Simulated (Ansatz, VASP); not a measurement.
# One calculation of Cu3N, two programs

```
Cu N
1.0
     3.80700    0.00000    0.00000
     0.00000    3.80700    0.00000
     0.00000    0.00000    3.80700
Cu N
3 1
Direct
  0.50000 0.00000 0.00000
  0.00000 0.50000 0.00000
  0.00000 0.00000 0.50000
  0.00000 0.00000 0.00000
```

Alike in both runs: task relaxation of cell and atoms; functional PBE; k mesh 10 × 10 × 10; occupations gaussian, width 0.01 eV; no spin polarisation.

|  | VASP | Ansatz |
| --- | --- | --- |
| version | VASP 6.6.1 | Ansatz 0.2.0 |
| potentials or method | VASP PAW PBE potentials, release 64 (Cu, N), cutoff 600 eV | scalar-relativistic, plane waves, PAW |
| valence electrons in the cell | 38 | 62 |

```tsv
	VASP	Ansatz	Ansatz less VASP
gap on the k mesh at the Fermi level, each at its own relaxed structure (eV)	0.26	0.22	-0.038
relaxed volume (Å³/atom)	14.08	14.02	-0.067
relaxed cell length with the largest relative difference (Å)	3.833	3.827	-0.0061
```

VASP's potentials hold 38 valence electrons a cell and Ansatz's 62, so a difference there can come from the potentials and not from the codes.
